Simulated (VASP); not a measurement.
# TiC (Fm-3m) in VASP: further runs, part 2 of 2

VASP 6.6.1. Earlier steps stand in the parts before.

### 3 Relaxation of the atoms, PBE

INCAR

```
PREC = Accurate
ENCUT = 520
EDIFF = 1E-7
ISMEAR = -1
SIGMA = 0.02
LREAL = False
LASPH = True
NELM = 80
ALGO = Normal
ISIF = 2
LWAVE = False
LCHARG = False
GGA = PE
IBRION = 2
NSW = 80
EDIFFG = -0.02
```

KPOINTS

```
Automatic mesh
0
Gamma
  11 11 11
```

POSCAR

```
TiC
1.0
    0.0000000000      2.1593000000      2.1593000000
    2.1593000000      0.0000000000      2.1593000000
    2.1593000000      2.1593000000      0.0000000000
Ti C
1 1
Direct
    0.0000000000      0.0000000000      0.0000000000
    0.5000000000      0.5000000000      0.5000000000
```

Potentials or basis: VASP PAW PBE potentials, release 64 (Ti_sv, C).

Started as:

```
cat potpaw_PBE.64/Ti_sv/POTCAR potpaw_PBE.64/C/POTCAR > POTCAR
mpirun -np 1 vasp_std > vasp.out
```

OUTCAR:

```text
PREC = Accurate
   ENCUT = 520
   EDIFF = 1E-7
   ISMEAR = -1
   LREAL = False
   LASPH = True
   NELM = 80
   ISIF = 2
   GGA = PE
   IBRION = 2
   NSW = 80
   EDIFFG = -0.02

 ion  position               nearest neighbor table
   1  0.000  0.000  0.000-   2 2.16   2 2.16   2 2.16   2 2.16   2 2.16   2 2.16
   2  0.500  0.500  0.500-   1 2.16   1 2.16   1 2.16   1 2.16   1 2.16   1 2.16

  LATTYP: Found a face centered cubic cell.
 ALAT       =     4.3186000000

  Lattice vectors:

 A1 = (   0.0000000000,   2.1593000000,   2.1593000000)
 A2 = (   2.1593000000,   0.0000000000,   2.1593000000)
 A3 = (   2.1593000000,   2.1593000000,   0.0000000000)

Analysis of symmetry for initial positions (statically):
=====================================================================
 Subroutine PRICEL returns:
 Original cell was already a primitive cell.

 Routine SETGRP: Setting up the symmetry group for a
 face centered cubic supercell.

 Subroutine GETGRP returns: Found 48 space group operations
 (whereof 48 operations were pure point group operations)
 out of a pool of 48 trial point group operations.

The static configuration has the point symmetry O_h .

Analysis of symmetry for dynamics (positions and initial velocities):
=====================================================================
 Subroutine PRICEL returns:
 Original cell was already a primitive cell.

 Routine SETGRP: Setting up the symmetry group for a
 face centered cubic supercell.

 Subroutine GETGRP returns: Found 48 space group operations
 (whereof 48 operations were pure point group operations)
 out of a pool of 48 trial point group operations.

The dynamic configuration has the point symmetry O_h .

 Subroutine INISYM returns: Found 48 space group operations
 (whereof 48 operations are pure point group operations),
 and found     1 'primitive' translations

----------------------------------------------------------------------------------------

                                     Primitive cell

  volume of cell :      20.1358

  direct lattice vectors                    reciprocal lattice vectors
     0.000000000  2.159300000  2.159300000    -0.231556523  0.231556523  0.231556523
     2.159300000  0.000000000  2.159300000     0.231556523 -0.231556523  0.231556523
     2.159300000  2.159300000  0.000000000     0.231556523  0.231556523 -0.231556523

  length of vectors
     3.053711345  3.053711345  3.053711345     0.401067663  0.401067663  0.401067663

  position of ions in fractional coordinates (direct lattice)
     0.000000000  0.000000000  0.000000000
     0.500000000  0.500000000  0.500000000

  ion indices of the primitive-cell ions
   primitive index   ion index
                 1           1
                 2           2

----------------------------------------------------------------------------------------

 KPOINTS: Automatic mesh

Automatic generation of k-mesh.
 Grid dimensions read from file:
 generate k-points for:   11   11   11

 Generating k-lattice:

  Cartesian coordinates                     Fractional coordinates (reciprocal lattice)
    -0.021050593  0.021050593  0.021050593     0.090909091  0.000000000  0.000000000
     0.021050593 -0.021050593  0.021050593     0.000000000  0.090909091  0.000000000
     0.021050593  0.021050593 -0.021050593     0.000000000  0.000000000  0.090909091

[... 40 lines left out ...]
   total plane-waves  NPLWV =  13824
   dimension x,y,z NGX =    24 NGY =   24 NGZ =   24
   dimension x,y,z NGXF=    48 NGYF=   48 NGZF=   48
   ions per type =               1   1
   NGX,Y,Z   is equivalent  to a cutoff of  13.07, 13.07, 13.07 a.u.
   NGXF,Y,Z  is equivalent  to a cutoff of  26.13, 26.13, 26.13 a.u.
 SYSTEM =  unknown system
   PREC   = accura    normal or accurate (medium, high low for compatibility)
   ISTART =      0    job   : 0-new  1-cont  2-samecut
   ICHARG =      2    charge: 1-file 2-atom 10-const
   ISPIN  =      1    spin polarized calculation?
   LNONCOLLINEAR =      F non collinear calculations
   LSORBIT =      F    spin-orbit coupling
   LASPH  =      T    aspherical Exc in radial PAW
   ENCUT  =  520.0 eV  38.22 Ry    6.18 a.u.   5.68  5.68  5.68*2*pi/ulx,y,z
   NELM   =     80;   NELMIN=  2; NELMDL= -5     # of ELM steps
   EDIFF  = 0.1E-06   stopping-criterion for ELM
   LREAL  =      F    real-space projection
   EDIFFG = -.2E-01   stopping-criterion for IOM
   NSW    =     80    number of steps for IOM
   IBRION =      2    ionic relax: 0-MD 1-quasi-New 2-CG
   NFREE  =      1    steps in history (QN), initial steepest desc. (CG)
   ISIF   =      2    stress and relaxation
   ISYM   =      2    0-nonsym 1-usesym 2-fastsym
   POTIM  = 0.5000    time-step for ionic-motion
   TEBEG  =    0.0;   TEEND  =   0.0 temperature during run
   PSTRESS=    0.0 pullay stress
   NELECT =      16.0000    total number of electrons
   NUPDOWN=      -1.0000    fix difference up-down
   EMIN   =  10.00;   EMAX   =-10.00  energy-range for DOS
   EFERMI =   0.00;   METHOD = LEGACY
   ISMEAR =    -1;   SIGMA  =   0.02  broadening in eV -4-tet -1-fermi 0-gaus
   EFERMI_NEDOS =   21; number of points for ismear=-14 and -15
   IALGO  =     38    algorithm
   IMIX   =      4    mixing-type and parameters
     AMIX     =   0.40;   BMIX     =  1.00
     AMIX_MAG =   1.60;   BMIX_MAG =  1.00
  volume/ion in A,a.u.               =      10.07        67.94
  Fermi-wavevector in a.u.,A,eV,Ry     =   1.516323  2.865436 31.283015  2.299237
  Thomas-Fermi vector in A             =   2.625728
   LORBIT       =      0    0 simple, 1 ext, 2 COOP (PROOUT), +10 PAW based schemes
   GGA     = PE    functional components
   LHFCALC =     F    Hartree Fock is set to
   AEXX    =    0.0000 exact exchange contribution
   IVDW    =     0    specifies the selected vdW correction
   LEPSILON=     F    determine dielectric tensor
   LRPA    =     F    only Hartree local field effects (RPA)
 conjugate gradient relaxation of ions
 non-spin polarized calculation
  energy-cutoff  :      520.00
  volume of cell :       20.14
 maximum number of plane-waves:       556
   NGX = 11   NGY = 11   NGZ = 11

 number of electron      16.0000002 magnetization

 Free energy of the ion-electron system (eV)
  ---------------------------------------------------
  ext. energy  EPLUGINS =         0.00000000
  ---------------------------------------------------
  free energy    TOTEN  =       -18.70728993 eV

  energy without entropy =      -18.70665141  energy(sigma->0) =      -18.70697067

 E-fermi :   9.6386     XC(G=0): -12.7443

 val. band max:        9.4518798824   @ k =   0.4545   0.4545   0.0000
 cond. band min:       9.6711972038   @ k =   0.0909   0.0000   0.0000
 fundamental gap:      0.2193173215
 Fermi energy:         9.6385646236

 k-point     1 :       0.0000    0.0000    0.0000
  band No.  band energies     occupation
      1     -47.0484      2.00000
      2     -23.0677      2.00000
      3     -23.0677      2.00000
      4     -23.0677      2.00000
      5      -2.9210      2.00000
      6      10.2126      0.00000
      7      10.2126      0.00000
      8      10.2126      0.00000
      9      11.2067      0.00000
     10      11.2067      0.00000
     11      11.2067      0.00000
     12      11.2475      0.00000
[... 331 lines left out ...]
 k-point    24 :      -0.1818    0.1818    0.0000
  band No.  band energies     occupation
      1     -46.9982      2.00000
      2     -23.3484      2.00000
      3     -23.1781      2.00000
      4     -23.0880      2.00000
      5      -1.1829      2.00000
      6       6.2500      2.00000
      7       7.3315      2.00000
      8       7.5677      2.00000
      9      11.0766      0.00000
     10      12.1980      0.00000
     11      13.1207      0.00000
     12      13.9295      0.00000

 [... further k-points ...]

------------------------ aborting loop because EDIFF is reached ----------------------------------------

  FORCE on cell =-STRESS in cart. coord.  units (eV):
  Direction    XX          YY          ZZ          XY          YZ          ZX
  --------------------------------------------------------------------------------------
  -------------------------------------------------------------------------------------
  Total        0.3499820      0.3499820      0.3499820      0.0000000      0.0000000      0.0000000
  in kB       27.8475745     27.8475745     27.8475745      0.0000000      0.0000000      0.0000000
  external PRESSURE =      27.8475745 kB  Pullay stress =       0.0000000 kB

 VOLUME and BASIS-vectors are now :
 -----------------------------------------------------------------------------
  energy-cutoff  :      520.00
  volume of cell :       20.14
      direct lattice vectors                 reciprocal lattice vectors
     0.000000000  2.159300000  2.159300000    -0.231556523  0.231556523  0.231556523
     2.159300000  0.000000000  2.159300000     0.231556523 -0.231556523  0.231556523
     2.159300000  2.159300000  0.000000000     0.231556523  0.231556523 -0.231556523

 POSITION                                       TOTAL-FORCE (eV/Angst)
 -----------------------------------------------------------------------------------
      0.00000      0.00000      0.00000         0.000000      0.000000      0.000000
      2.15930      2.15930      2.15930         0.000000     -0.000000     -0.000000
 -----------------------------------------------------------------------------------
    total drift:                                0.000000     -0.000000     -0.000000

  FREE ENERGIE OF THE ION-ELECTRON SYSTEM (eV)
  ---------------------------------------------------
  free  energy   TOTEN  =       -18.7072899304 eV

  energy  without entropy=      -18.7066514100  energy(sigma->0) =      -18.70697067

 reached required accuracy - stopping structural energy minimisation
```

OSZICAR:

```text
N       E                     dE             d eps       ncg     rms          rms(c)
DAV:   1     0.119562623163E+03    0.11956E+03   -0.85020E+03  1344   0.159E+03
DAV:   2    -0.143188230426E+02   -0.13388E+03   -0.12797E+03  1416   0.381E+02
DAV:   3    -0.238118840125E+02   -0.94931E+01   -0.91134E+01  1732   0.970E+01
DAV:   4    -0.242795328464E+02   -0.46765E+00   -0.46677E+00  1764   0.208E+01
DAV:   5    -0.242957961004E+02   -0.16263E-01   -0.16262E-01  1796   0.342E+00    0.184E+01
DAV:   6    -0.193464062277E+02    0.49494E+01   -0.31499E+01  1620   0.705E+01    0.711E+00
DAV:   7    -0.187420483990E+02    0.60436E+00   -0.45873E+00  1604   0.278E+01    0.491E+00
DAV:   8    -0.187108081787E+02    0.31240E-01   -0.14090E-01  1432   0.499E+00    0.305E+00
DAV:   9    -0.187124133224E+02   -0.16051E-02   -0.15946E-01  1512   0.509E+00    0.844E-01
DAV:  10    -0.187091182349E+02    0.32951E-02   -0.16562E-02  1928   0.184E+00    0.630E-01
DAV:  11    -0.187073241081E+02    0.17941E-02   -0.82981E-03  1488   0.145E+00    0.138E-01
DAV:  12    -0.187073033793E+02    0.20729E-04   -0.48197E-04  1480   0.328E-01    0.382E-02
DAV:  13    -0.187072917815E+02    0.11598E-04   -0.26636E-05  1888   0.625E-02    0.122E-02
DAV:  14    -0.187072901049E+02    0.16765E-05   -0.17465E-06  1728   0.162E-02    0.313E-03
DAV:  15    -0.187072899748E+02    0.13010E-06   -0.23355E-07  1440   0.639E-03    0.820E-04
DAV:  16    -0.187072899304E+02    0.44455E-07   -0.42192E-08   748   0.166E-03
   1 F= -.18707290E+02 E0= -.18706971E+02  d E =-.187073E+02
```

It took 15 s on 1 thread of AMD EPYC 7R43 (Zen 3), shared host; peak memory 0.11 GiB.

Results:

- Free energy: -18.7073 eV
- Pressure after relaxing: 2.8 GPa
- Band gap on the k mesh: zero (band 8 reaches 10.21 eV, above the bottom of band 9 at 9.11 eV)

Final structure:
```
Ti C
1.0
     0.00000    2.15930    2.15930
     2.15930    0.00000    2.15930
     2.15930    2.15930    0.00000
Ti C
1 1
Direct
  0.00000 0.00000 0.00000
  0.50000 0.50000 0.50000
```

Levels at points of the mesh, in eV from the Fermi level:
| k point | band 6 | band 7 | band 8 | band 9 | band 10 | band 11 |
| --- | --- | --- | --- | --- | --- | --- |
| (0.00, 0.00, 0.00) | 0.57 | 0.57 | 0.57 | 1.57 | 1.57 | 1.57 |

Caveat: the relaxation stopped at its first step, so nothing moved.
